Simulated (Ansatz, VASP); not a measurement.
**Two plane-wave programs on WAu**

The input POSCAR:

```
WAu
1.0
    0.0000000000      2.9092100000      2.9092100000
    2.9092100000      0.0000000000      2.9092100000
    2.9092100000      2.9092100000      0.0000000000
W Au
1 1
Direct
    0.0000000000      0.0000000000      0.0000000000
    0.7500000000      0.7500000000      0.7500000000
```

INCAR.step1

```
  PREC = Accurate
  ENCUT = 520
  EDIFF = 1E-5
  ISMEAR = -1
  SIGMA = 0.05
  LREAL = False
  LASPH = True
  NELM = 60
  ALGO = Normal
  ISIF = 2
  LWAVE = True
  LCHARG = False
  NBANDS = 20
  GGA = PE
```

Contents of INCAR.step2:

```
  PREC = Accurate
  ENCUT = 520
  EDIFF = 1E-7
  ISMEAR = -1
  SIGMA = 0.05
  LREAL = False
  LASPH = True
  NELM = 60
  ALGO = Normal
  ISIF = 2
  LWAVE = False
  LCHARG = False
  GGA = B3
  LHFCALC = True
  AEXX = 0.2
  AGGAX = 0.72
  AGGAC = 0.81
  ALDAC = 0.19
  PRECFOCK = Normal
  NBANDS = 20
  ISTART = 1
```

The input KPOINTS:

```
regular mesh
0
Gamma
  4 4 4
```

input

```
crystal:
  lattice:
    - [0.0, 2.90921, 2.90921]
    - [2.90921, 0.0, 2.90921]
    - [2.90921, 2.90921, 0.0]
  atoms:
    - { symbol: W, position: [0.0, 0.0, 0.0] }
    - { symbol: Au, position: [0.75, 0.75, 0.75] }
hamiltonian:
  xc: b3lyp
  pseudopotentials: { kind: paw }
kpoints:
  mp_grid: { grid: [4, 4, 4] }
scf:
  occupations: { method: fermi_dirac, width: 0.05 }
output:
  forces: true
  stress: true
  eigenvalues: true
```

Alike in both runs: task single point; functional B3LYP; k mesh 4 × 4 × 4; occupations fermi-dirac, width 0.05 eV; no spin polarisation.

|  | VASP | Ansatz |
| --- | --- | --- |
| version | VASP 6.6.1 | Ansatz 0.2.0 |
| potentials or method | VASP PAW PBE potentials, release 64 (W_sv, Au) | Ansatz PAW |
| plane-wave cutoff (eV) | 520 | 420 |
| valence electrons in the cell | 25 | 33 |

Ansatz gave:

* gap on the k mesh at the Fermi level (eV): none
* pressure (GPa): 1.8

**Question.** Estimate VASP's values.

**Answer.** gap on the k mesh at the Fermi level (eV): none; pressure (GPa): 2.3.

VASP's potentials were made for PBE, not for B3LYP. A gap of «none» marks a metal or a gap that the smearing closes. VASP's potentials hold 25 valence electrons a cell and Ansatz's 33, so a difference there can come from the potentials and not from the codes.

The k mesh is coarse, so the values compare programs but aren't converged. Neither program's run includes spin-orbit coupling.
